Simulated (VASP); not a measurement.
TiB2:

```xyz
3
Lattice="3.0318 0.0000 0.0000 -1.5159 2.6256 0.0000 0.0000 0.0000 3.2242" Properties=species:S:1:pos:R:3 pbc="T T T"
Ti    0.0000    0.0000    0.0000
B     0.0000    1.7504    1.6121
B     1.5159    0.8752    1.6121
```

- Program: VASP 6.6.1
- Task: relaxation of cell and atoms
- Functional: PBE
- Dispersion: D3(BJ)
- Potentials or basis: VASP PAW PBE potentials, release 64 (Ti_sv, B)
- Cutoff: 600 eV
- k mesh: 18 × 18 × 14
- Occupations: gaussian, width 0.1 eV
- Spin: no spin polarisation

At the start: pressure -7.8 GPa; volume 8.56 Å³/atom.

Question: How do energy, volume and symmetry change on relaxing?

Answer: Over 5 steps the energy falls by 6.7 meV/atom and the volume is 8.29 Å³/atom (-3.1 %); space group P6/mmm (No. 191, to 0.1 Å) before and after.

Step by step:
```tsv
step	energy change (eV)	largest force (eV/Å)	pressure (GPa)	volume (Å³)
1	0.0000	0.0000	-7.85	25.67
2	0.0001	0.0000	8.66	24.14
3	-0.0197	0.0000	-0.01	24.89
4	-0.0200	0.0000	-0.05	24.88
5	-0.0200	0.0000	-0.04	24.87
```

Final structure:
```
CELL_PARAMETERS angstrom
3.00418 0.00000 0.00000
-1.50209 2.60169 0.00000
0.00000 0.00000 3.18249
ATOMIC_POSITIONS crystal
Ti 0.00000 0.00000 0.00000
B 0.33333 0.66667 0.50000
B 0.66667 0.33333 0.50000
```
